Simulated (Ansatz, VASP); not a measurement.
## One calculation of Cu3Pt, two programs

```
Cu Pt
1.0
     3.62950    0.00000    0.00000
     0.00000    3.62950    0.00000
     0.00000    0.00000    3.62950
Cu Pt
3 1
Cartesian
  0.0000 1.8147 1.8147
  1.8147 0.0000 1.8147
  1.8147 1.8147 0.0000
  0.0000 0.0000 0.0000
```

Alike in both runs: functional LDA; k mesh 12 × 12 × 12; occupations fermi-dirac, width 0.15 eV; no spin polarisation.

Ansatz relaxed the structure, and its values are those at the end. VASP's run is a single point on that final structure, the one shown.

```csv
,VASP,Ansatz
version,VASP 6.6.1,Ansatz 0.2.0
potentials or method,"VASP PAW LDA potentials, release 64 (Cu_sv_GW, Pt_sv_GW), cutoff 700 eV","scalar-relativistic, plane waves, PAW"
valence electrons in the cell,75,75
```

Ansatz gave:

```
gap on the k mesh at the Fermi level (eV) : none
pressure (GPa)                            : 0.0
```

**Question.** Estimate VASP's values.

**Answer.** gap on the k mesh at the Fermi level (eV): none; pressure (GPa): -2.9.

LDA's correlation is that of Perdew and Zunger in VASP and of Perdew and Wang (1992) in Ansatz. A gap of «none» marks a metal or a gap that the smearing closes.

Neither program's run includes spin-orbit coupling.
